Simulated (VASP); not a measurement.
# VTe2Se5 (Cmcm) in VASP: single point with PBE

Aim: the single point of VTe2Se5 with PBE.

Everything below comes from runs of VASP 6.6.1. Logs are shortened: lines on timing, memory, paths and dates and some standing lists are left out, and cuts for length are marked.

## Step 1: The cell of the first run

Symmetry: Cmcm, No. 63, orthorhombic system. Conventional cell: a = 5.252 Å, b = 14.564 Å, c = 12.088 Å, α = 90.00°, β = 90.00°, γ = 90.00°. Within 3.1 Å of V (site symmetry m2m) lie 6 Se at 2.36 to 2.65 Å. Te (site symmetry m) has 6 Se at 2.77 to 3.56 Å and 1 Te at 3.31 Å within 3.7 Å. Within 3.1 Å of Se (site symmetry m) lie 1 V at 2.36 Å and 2 Te at 2.88 to 2.96 Å. Within 3.7 Å of Se (site symmetry m) lie 1 V at 2.54 Å and 3 Te at 2.77 to 3.56 Å and 4 Se at 3.44 to 3.63 Å. Within 3.5 Å of Se (site symmetry m2m) lie 2 V at 2.65 Å and 2 Te at 2.83 Å and 4 Se at 3.49 Å.

## Step 2: Single point, PBE, collinear spin, ferromagnetic start

INCAR reads:

```
SYSTEM = VTe2Se5
ALGO = Normal ; EDIFF = 1E-6
ENCUT = 520 ; GGA = PE
ISIF = 2 ; ISMEAR = 0
ISPIN = 2 ; LASPH = .True.
LCHARG = .False. ; LMAXMIX = 4
LORBIT = 11 ; LREAL = Auto
LWAVE = .False. ; MAGMOM = 2 2 0 0 0 0 0 0 0 0 0 0 0 0 0 0
NBANDS = 73 ; NELM = 150
PREC = Accurate ; SIGMA = 0.15
```

KPOINTS reads:

```
k-points
0
Gamma
  3 3 1
  0 0 0
```

POSCAR reads:

```
VTe2Se5
1.0
    2.6260314868     -7.2820829228      0.0000000000
    2.6260314868      7.2820829228      0.0000000000
    0.0000000000      0.0000000000     12.0876038610
V Te Se
2 4 10
Direct
    0.8180474583      0.1819525417      0.7500000000
    0.1819525417      0.8180474583      0.2500000000
    0.1351645799      0.8648354201      0.8871131253
    0.1351645799      0.8648354201      0.6128868747
    0.8648354201      0.1351645799      0.1128868747
    0.8648354201      0.1351645799      0.3871131253
    0.9316678344      0.0683321656      0.8888282722
    0.6957607576      0.3042392424      0.9001531747
    0.9316678344      0.0683321656      0.6111717278
    0.6957607576      0.3042392424      0.5998468253
    0.0683321656      0.9316678344      0.1111717278
    0.3042392424      0.6957607576      0.0998468253
    0.0683321656      0.9316678344      0.3888282722
    0.3042392424      0.6957607576      0.4001531747
    0.2925925737      0.7074074263      0.7500000000
    0.7074074263      0.2925925737      0.2500000000
```

Potentials or basis: VASP PAW PBE potentials, release 64 (V_sv, Te, Se).

Command:

```sh
$ cat potpaw_PBE.64/V_sv/POTCAR potpaw_PBE.64/Te/POTCAR potpaw_PBE.64/Se/POTCAR > POTCAR
$ mpirun -np 1 vasp_std > vasp.out
```

OUTCAR:

```text
SYSTEM = VTe2Se5
   EDIFF = 1E-6
   ENCUT = 520
   GGA = PE
   ISIF = 2
   ISMEAR = 0
   ISPIN = 2
   LASPH = .True.
   LORBIT = 11
   LREAL = Auto
   NELM = 150
   PREC = Accurate

 ion  position               nearest neighbor table
   1  0.818  0.182  0.750-   7 2.36   9 2.36   8 2.54  10 2.54  15 2.65  15 2.65
   2  0.182  0.818  0.250-  11 2.36  13 2.36  12 2.54  14 2.54  16 2.65  16 2.65
   3  0.135  0.865  0.887-   8 2.77   8 2.77  15 2.83  11 2.88   7 2.96   4 3.31
   4  0.135  0.865  0.613-  10 2.77  10 2.77  15 2.83  13 2.88   9 2.96   3 3.31
   5  0.865  0.135  0.113-  12 2.77  12 2.77  16 2.83   7 2.88  11 2.96   6 3.31
   6  0.865  0.135  0.387-  14 2.77  14 2.77  16 2.83   9 2.88  13 2.96   5 3.31
   7  0.932  0.068  0.889-   1 2.36   5 2.88   3 2.96
   8  0.696  0.304  0.900-   1 2.54   3 2.77   3 2.77
   9  0.932  0.068  0.611-   1 2.36   6 2.88   4 2.96
  10  0.696  0.304  0.600-   1 2.54   4 2.77   4 2.77
  11  0.068  0.932  0.111-   2 2.36   3 2.88   5 2.96
  12  0.304  0.696  0.100-   2 2.54   5 2.77   5 2.77
  13  0.068  0.932  0.389-   2 2.36   4 2.88   6 2.96
  14  0.304  0.696  0.400-   2 2.54   6 2.77   6 2.77
  15  0.293  0.707  0.750-   1 2.65   1 2.65   4 2.83   3 2.83
  16  0.707  0.293  0.250-   2 2.65   2 2.65   6 2.83   5 2.83

  LATTYP: Found a base centered orthorhombic cell.
 ALAT       =     5.2520629736
 B/A-ratio  =     2.7730371701
 C/A-ratio  =     2.3014963685

  Lattice vectors:

 A1 = (   2.6260314868,  -7.2820829228,   0.0000000000)
 A2 = (   2.6260314868,   7.2820829228,   0.0000000000)
 A3 = (   0.0000000000,   0.0000000000,  12.0876038610)

Analysis of symmetry for initial positions (statically):
=====================================================================
 Subroutine PRICEL returns:
 Original cell was already a primitive cell.

 Routine SETGRP: Setting up the symmetry group for a
 base centered orthorhombic supercell.

 Subroutine GETGRP returns: Found  8 space group operations
 (whereof  4 operations were pure point group operations)
 out of a pool of  8 trial point group operations.

The static configuration has the point symmetry C_2h.
 The point group associated with its full space group is D_2h.

Analysis of symmetry for dynamics (positions and initial velocities):
=====================================================================
 Subroutine PRICEL returns:
 Original cell was already a primitive cell.

 Routine SETGRP: Setting up the symmetry group for a
 base centered orthorhombic supercell.

 Subroutine GETGRP returns: Found  8 space group operations
 (whereof  4 operations were pure point group operations)
 out of a pool of  8 trial point group operations.

The dynamic configuration has the point symmetry C_2h.
 The point group associated with its full space group is D_2h.

Analysis of structural, dynamic, and magnetic symmetry:
=====================================================================
 Subroutine PRICEL returns:
 Original cell was already a primitive cell.

 Routine SETGRP: Setting up the symmetry group for a
 base centered orthorhombic supercell.

 Subroutine GETGRP returns: Found  8 space group operations
 (whereof  4 operations were pure point group operations)
 out of a pool of  8 trial point group operations.

The overall configuration has the point symmetry C_2h.
 The point group associated with its full space group is D_2h.

 Subroutine INISYM returns: Found  8 space group operations
 (whereof  4 operations are pure point group operations),
 and found     1 'primitive' translations

----------------------------------------------------------------------------------------

                                     Primitive cell

  volume of cell :     462.3020

  direct lattice vectors                    reciprocal lattice vectors
     2.626031487 -7.282082923  0.000000000     0.190401373 -0.068661673  0.000000000
     2.626031487  7.282082923  0.000000000     0.190401373  0.068661673  0.000000000
     0.000000000  0.000000000 12.087603861     0.000000000  0.000000000  0.082729382

  length of vectors
     7.741109292  7.741109292 12.087603861     0.202403330  0.202403330  0.082729382

  position of ions in fractional coordinates (direct lattice)
     0.818047458  0.181952542  0.750000000
     0.181952542  0.818047458  0.250000000
     0.135164580  0.864835420  0.887113125
     0.135164580  0.864835420  0.612886875
     0.864835420  0.135164580  0.112886875
     0.864835420  0.135164580  0.387113125
[... 8 lines left out ...]
     0.292592574  0.707407426  0.750000000
     0.707407426  0.292592574  0.250000000

  ion indices of the primitive-cell ions
   primitive index   ion index
                 1           1
                 2           2
                 3           3
                 4           4
                 5           5
                 6           6
[... 8 lines left out ...]
                15          15
                16          16

----------------------------------------------------------------------------------------

 KPOINTS: k-points

Automatic generation of k-mesh.
 Grid dimensions read from file:
 generate k-points for:    3    3    1

 Generating k-lattice:

  Cartesian coordinates                     Fractional coordinates (reciprocal lattice)
     0.063467124 -0.022887224  0.000000000     0.333333333 -0.000000000  0.000000000
     0.063467124  0.022887224  0.000000000    -0.000000000  0.333333333  0.000000000
     0.000000000  0.000000000  0.082729382     0.000000000  0.000000000  1.000000000

  Length of vectors
     0.067467777  0.067467777  0.082729382

  Shift w.r.t. Gamma in fractional coordinates (k-lattice)
     0.000000000  0.000000000  0.000000000

 Subroutine IBZKPT returns following result:
 ===========================================

 Found      4 irreducible k-points:

 Following reciprocal coordinates:
            Coordinates               Weight
  0.000000  0.000000  0.000000      1.000000
  0.333333 -0.000000  0.000000      4.000000
  0.333333  0.333333  0.000000      2.000000
 -0.333333  0.333333  0.000000      2.000000
   k-points           NKPTS =      4   k-points in BZ     NKDIM =      4   number of bands    NBANDS=     73
   number of dos      NEDOS =    301   number of ions     NIONS =     16
   total plane-waves  NPLWV = 324000
   dimension x,y,z NGX =    60 NGY =   60 NGZ =   90
   dimension x,y,z NGXF=   120 NGYF=  120 NGZF=  180
   ions per type =               2   4  10
   NGX,Y,Z   is equivalent  to a cutoff of  12.89, 12.89, 12.38 a.u.
   NGXF,Y,Z  is equivalent  to a cutoff of  25.77, 25.77, 24.76 a.u.
 SYSTEM =  VTe2Se5
   PREC   = accura    normal or accurate (medium, high low for compatibility)
   ISTART =      0    job   : 0-new  1-cont  2-samecut
   ICHARG =      2    charge: 1-file 2-atom 10-const
   ISPIN  =      2    spin polarized calculation?
   LNONCOLLINEAR =      F non collinear calculations
   LSORBIT =      F    spin-orbit coupling
   LASPH  =      T    aspherical Exc in radial PAW
   ENCUT  =  520.0 eV  38.22 Ry    6.18 a.u.  14.39 14.39 22.47*2*pi/ulx,y,z
   NELM   =    150;   NELMIN=  2; NELMDL= -5     # of ELM steps
   EDIFF  = 0.1E-05   stopping-criterion for ELM
   LREAL  =      T    real-space projection
   EDIFFG = 0.1E-04   stopping-criterion for IOM
   NSW    =      0    number of steps for IOM
   IBRION =     -1    ionic relax: 0-MD 1-quasi-New 2-CG
   NFREE  =      0    steps in history (QN), initial steepest desc. (CG)
   ISIF   =      2    stress and relaxation
   ISYM   =      2    0-nonsym 1-usesym 2-fastsym
   POTIM  = 0.5000    time-step for ionic-motion
   TEBEG  =    0.0;   TEEND  =   0.0 temperature during run
   PSTRESS=    0.0 pullay stress
   NELECT =     110.0000    total number of electrons
   NUPDOWN=      -1.0000    fix difference up-down
   EMIN   =  10.00;   EMAX   =-10.00  energy-range for DOS
   EFERMI =   0.00;   METHOD = LEGACY
   ISMEAR =     0;   SIGMA  =   0.15  broadening in eV -4-tet -1-fermi 0-gaus
   EFERMI_NEDOS =   21; number of points for ismear=-14 and -15
   IALGO  =     38    algorithm
   IMIX   =      4    mixing-type and parameters
     AMIX     =   0.40;   BMIX     =  1.00
     AMIX_MAG =   1.60;   BMIX_MAG =  1.00
  volume/ion in A,a.u.               =      28.89       194.99
  Fermi-wavevector in a.u.,A,eV,Ry     =   1.014450  1.917032 14.001864  1.029108
  Thomas-Fermi vector in A             =   2.147678
   LORBIT       =     11    0 simple, 1 ext, 2 COOP (PROOUT), +10 PAW based schemes
   GGA     = PE    functional components
   LHFCALC =     F    Hartree Fock is set to
   AEXX    =    0.0000 exact exchange contribution
   IVDW    =     0    specifies the selected vdW correction
   LEPSILON=     F    determine dielectric tensor
   LRPA    =     F    only Hartree local field effects (RPA)
 spin polarized calculation
 Gauss-broadening in eV      SIGMA  =   0.15
  energy-cutoff  :      520.00
  volume of cell :      462.30
 maximum number of plane-waves:     12461
 NGX is ok and might be reduce to    60
   NGX = 29   NGY = 29   NGZ = 45

 number of electron     109.9999983 magnetization      -0.2206646

 number of electron     109.9999983 magnetization       0.0019600

 Free energy of the ion-electron system (eV)
  ---------------------------------------------------
  ext. energy  EPLUGINS =         0.00000000
  ---------------------------------------------------
  free energy    TOTEN  =       -67.68817868 eV

  energy without entropy =      -67.54166460  energy(sigma->0) =      -67.61492164

 E-fermi :   3.7061     XC(G=0):  -8.7373

 val. band max:        3.6229808883   @ k =   0.3333   0.3333   0.0000
 cond. band min:       3.7320754777   @ k =   0.3333   0.3333   0.0000
 fundamental gap:      0.1090945894
 Fermi energy:         3.7061320897

 spin component 1

 k-point     1 :       0.0000    0.0000    0.0000
  band No.  band energies     occupation
      1     -61.2254      1.00000
      2     -61.2254      1.00000
      3     -35.1886      1.00000
      4     -35.1886      1.00000
      5     -35.0180      1.00000
      6     -35.0180      1.00000
[... 59 lines left out ...]
     66       5.3658      0.00000
     67       5.5255      0.00000
[... 208 lines left out ...]
     66       5.5588      0.00000
     67       5.5592      0.00000
 Fermi energy:         3.7061320897

 spin component 2

 k-point     1 :       0.0000    0.0000    0.0000
  band No.  band energies     occupation
      1     -61.2251      1.00000
      2     -61.2251      1.00000
      3     -35.1882      1.00000
      4     -35.1882      1.00000
      5     -35.0185      1.00000
      6     -35.0184      1.00000
[... 59 lines left out ...]
     66       5.3658      0.00000
     67       5.5256      0.00000
[... 208 lines left out ...]
     66       5.5589      0.00000
     67       5.5593      0.00000
 [bands above 67 left out]

------------------------ aborting loop because EDIFF is reached ----------------------------------------

  FORCE on cell =-STRESS in cart. coord.  units (eV):
  Direction    XX          YY          ZZ          XY          YZ          ZX
  --------------------------------------------------------------------------------------
  -------------------------------------------------------------------------------------
  Total       -0.8376322      0.0892604     -0.8029851      0.0000000     -0.0000000      0.0000000
  in kB       -2.9029408      0.3093454     -2.7828661      0.0000000     -0.0000000      0.0000000
  external PRESSURE =      -1.7921538 kB  Pullay stress =       0.0000000 kB

 VOLUME and BASIS-vectors are now :
 -----------------------------------------------------------------------------
  energy-cutoff  :      520.00
  volume of cell :      462.30
      direct lattice vectors                 reciprocal lattice vectors
     2.626031487 -7.282082923  0.000000000     0.190401373 -0.068661673  0.000000000
     2.626031487  7.282082923  0.000000000     0.190401373  0.068661673  0.000000000
     0.000000000  0.000000000 12.087603861     0.000000000  0.000000000  0.082729382

 POSITION                                       TOTAL-FORCE (eV/Angst)
 -----------------------------------------------------------------------------------
      2.62603     -4.63210      9.06570         0.000000     -0.127476      0.000000
      2.62603      4.63210      3.02190         0.000000      0.127476      0.000000
      2.62603      5.31352     10.72307         0.000000      0.022053      0.044745
      2.62603      5.31352      7.40833         0.000000      0.022053     -0.044745
      2.62603     -5.31352      1.36453         0.000000     -0.022053     -0.044745
      2.62603     -5.31352      4.67927         0.000000     -0.022053      0.044745
[... 8 lines left out ...]
      2.62603      3.02072      9.06570         0.000000     -0.001758      0.000000
      2.62603     -3.02072      3.02190         0.000000      0.001758      0.000000
 -----------------------------------------------------------------------------------
    total drift:                                0.000000     -0.000000      0.000000

  FREE ENERGIE OF THE ION-ELECTRON SYSTEM (eV)
  ---------------------------------------------------
  free  energy   TOTEN  =       -67.6881786842 eV

  energy  without entropy=      -67.5416645977  energy(sigma->0) =      -67.61492164

 total charge

# of ion       s       p       d       tot
------------------------------------------
    1        2.238   6.200   2.984  11.422
    2        2.238   6.200   2.984  11.422
    3        1.472   1.645   0.078   3.195
    4        1.472   1.645   0.078   3.195
    5        1.472   1.645   0.078   3.195
    6        1.472   1.645   0.078   3.195
[... 8 lines left out ...]
   15        1.478   2.254   0.036   3.768
   16        1.478   2.254   0.036   3.768
--------------------------------------------------
tot         25.242  41.565   6.621  73.428

 magnetization (x)

# of ion       s       p       d       tot
------------------------------------------
    1        0.000   0.000   0.000   0.000
    2        0.000   0.000   0.000   0.000
    3        0.000   0.000   0.000   0.000
    4        0.000   0.000   0.000   0.000
    5        0.000   0.000   0.000   0.000
    6        0.000   0.000   0.000   0.000
[... 8 lines left out ...]
   15       -0.000  -0.000   0.000  -0.000
   16       -0.000  -0.000   0.000  -0.000
--------------------------------------------------
tot          0.000  -0.000   0.001   0.001
```

Run time: 12 min. Hardware: 1 thread of AMD EPYC 7R13 (Zen 3), shared host; peak memory 0.96 GiB.

What came out:

- Free energy: -67.6882 eV
- Pressure: -0.2 GPa
- Largest force: 0.144 eV/Å
- Band gap on the k mesh: zero (filled and empty bands overlap)
- Net moment: 0.00 μB per cell
- Valence electrons inside the program's atomic spheres: V 11.42; Te 3.19; Se 3.79, 3.78, 3.77 (each value once)

Forces on the atoms (eV/Å):
```
V    0.000 -0.127  0.000
V    0.000  0.127  0.000
Te   0.000  0.022  0.045
Te   0.000  0.022 -0.045
Te   0.000 -0.022 -0.045
Te   0.000 -0.022  0.045
Se   0.000  0.121 -0.079
Se   0.000 -0.053 -0.020
Se   0.000  0.121  0.079
Se   0.000 -0.053  0.020
Se   0.000 -0.121  0.079
Se   0.000  0.053  0.020
Se   0.000 -0.121 -0.079
Se   0.000  0.053 -0.020
Se   0.000 -0.002  0.000
Se   0.000  0.002  0.000
```

Caveat: the k points lie up to 0.52 Å⁻¹ apart; spin-orbit coupling is left out, which moves the levels of the heavy elements.
